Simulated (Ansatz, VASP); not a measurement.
One calculation of SnO2, two programs

INCAR

```
PREC = Accurate ; ENCUT = 520
EDIFF = 1E-6 ; ISMEAR = 0
SIGMA = 0.05 ; LREAL = False
LASPH = True ; NELM = 100
ALGO = Normal ; ISIF = 2
LWAVE = False ; LCHARG = True
GGA = PE ; LELF = True
LVHAR = True ; NBANDS = 35
```

KPOINTS

```
Automatic mesh
0
Gamma
  6 6 8
```

POSCAR

```
SnO2
1.0
    4.8277933061      0.0000000000      0.0000000000
    0.0000000000      4.8278069700      0.0000000000
    0.0000000000      0.0000000000      3.2379014612
Sn O
2 4
Direct
    0.5000000000      0.5000000000      0.5000000000
    0.0000000000      0.0000000000      0.0000000000
    0.3431888489      0.3432467413      0.0000000000
    0.8431888489      0.1567532587      0.5000000000
    0.1568111511      0.8432467413      0.5000000000
    0.6568111511      0.6567532587      0.0000000000
```

Input for Ansatz:

```yaml
crystal:
  lattice:
    - [4.8277933061, 0.0, 0.0]
    - [0.0, 4.82780697, 0.0]
    - [0.0, 0.0, 3.2379014612]
  atoms:
    - { symbol: Sn, position: [0.5, 0.5, 0.5] }
    - { symbol: Sn, position: [0.0, 0.0, 0.0] }
    - { symbol: O, position: [0.3431888489, 0.3432467413, 0.0] }
    - { symbol: O, position: [0.8431888489, 0.1567532587, 0.5] }
    - { symbol: O, position: [0.1568111511, 0.8432467413, 0.5] }
    - { symbol: O, position: [0.6568111511, 0.6567532587, 0.0] }
basis:
  ecutwfc: 520.0
kpoints:
  mp_grid: { grid: [6, 6, 8] }
hamiltonian:
  xc: pbe
  pseudopotentials: { kind: paw, azcp: { folder: soft_1 } }
scf:
  occupations: { method: gaussian, width: 0.05 }
output:
  forces: true
  stress: true
  eigenvalues: true
```

Alike in both runs: task single point; functional PBE; k mesh 6 × 6 × 8; occupations gaussian, width 0.05 eV; no spin polarisation.

|  | VASP | Ansatz |
| --- | --- | --- |
| version | VASP 6.6.1 | Ansatz 0.2.0 |
| potentials or method | VASP PAW PBE potentials, release 64 (Sn_d, O), cutoff 520 eV | scalar-relativistic, plane waves, PAW |
| valence electrons in the cell | 52 | 52 |

```tsv
	VASP	Ansatz	Ansatz less VASP
gap on the k mesh at the Fermi level (eV)	1.07	1.07	+0.005
least direct gap on the mesh (eV)	1.19	1.20	+0.010
pressure (GPa)	23.5	22.8	-0.71
traceless stress, the component that is largest in VASP (GPa)	9.31	8.35	-0.962
rms of the force components (eV/Å)	3.281	3.241	-0.0402
```

Atom by atom the forces differ by 0.040 eV/Å (rms over components).
